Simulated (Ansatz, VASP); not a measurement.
# HfPt2 in VASP and in Ansatz

INCAR

```
ALGO = Normal
EDIFF = 1E-7
ENCUT = 520
GGA = PE
ISIF = 2
ISMEAR = 0
LASPH = True
LCHARG = False
LREAL = False
LWAVE = False
NBANDS = 39
NELM = 100
PREC = Accurate
SIGMA = 0.1
```

KPOINTS

```
k-points
0
Gamma
  4 4 6
```

POSCAR

```
HfPt2
1.0
    5.4846266039      0.0000000000      0.0000000000
    0.0000000000      5.4846266039      0.0000000000
    0.0000000000      0.0000000000      3.5326534874
Hf Pt
2 4
Direct
    0.0000000000      0.0000000000      0.0000000000
    0.5000000000      0.5000000000      0.5000000000
    0.3060000000      0.3060000000      0.0000000000
    0.1940000000      0.8060000000      0.5000000000
    0.6940000000      0.6940000000      0.0000000000
    0.8060000000      0.1940000000      0.5000000000
```

Input for Ansatz:

```yaml
crystal:
  lattice:
    - [5.4846266039, 0.0, 0.0]
    - [0.0, 5.4846266039, 0.0]
    - [0.0, 0.0, 3.5326534874]
  atoms:
    - { symbol: Hf, position: [0.0, 0.0, 0.0] }
    - { symbol: Hf, position: [0.5, 0.5, 0.5] }
    - { symbol: Pt, position: [0.306, 0.306, 0.0] }
    - { symbol: Pt, position: [0.194, 0.806, 0.5] }
    - { symbol: Pt, position: [0.694, 0.694, 0.0] }
    - { symbol: Pt, position: [0.806, 0.194, 0.5] }
basis:
  ecutwfc: 420
kpoints:
  mp_grid: { grid: [4, 4, 6] }
hamiltonian:
  xc: pbe
scf:
  occupations: { method: gaussian, width: 0.1 }
  lower_state_search: "off"
output:
  forces: true
  stress: true
  eigenvalues: true
```

Alike in both runs: task single point; functional PBE; k mesh 4 × 4 × 6; occupations gaussian, width 0.1 eV; no spin polarisation.

```csv
,VASP,Ansatz
version,VASP 6.6.1,Ansatz 0.2.0
potentials or method,"VASP PAW PBE potentials, release 64 (Hf_pv, Pt), cutoff 520 eV","scalar-relativistic, plane waves, PAW"
valence electrons in the cell,60,124
```

|  | VASP | Ansatz | Ansatz less VASP |
| --- | --- | --- | --- |
| gap on the k mesh at the Fermi level (eV) | none | none | - |
| rms of the force components (eV/Å) | 1.147 | 1.179 | +0.0322 |

Atom by atom the forces differ by 0.032 eV/Å (rms over components). A gap of «none» marks a metal or a gap that the smearing closes. The functional is the same, so the differences come from potentials, cutoffs and numerics. VASP's potentials hold 60 valence electrons a cell and Ansatz's 124, so a difference there can come from the potentials and not from the codes.

Spin-orbit coupling is off throughout.
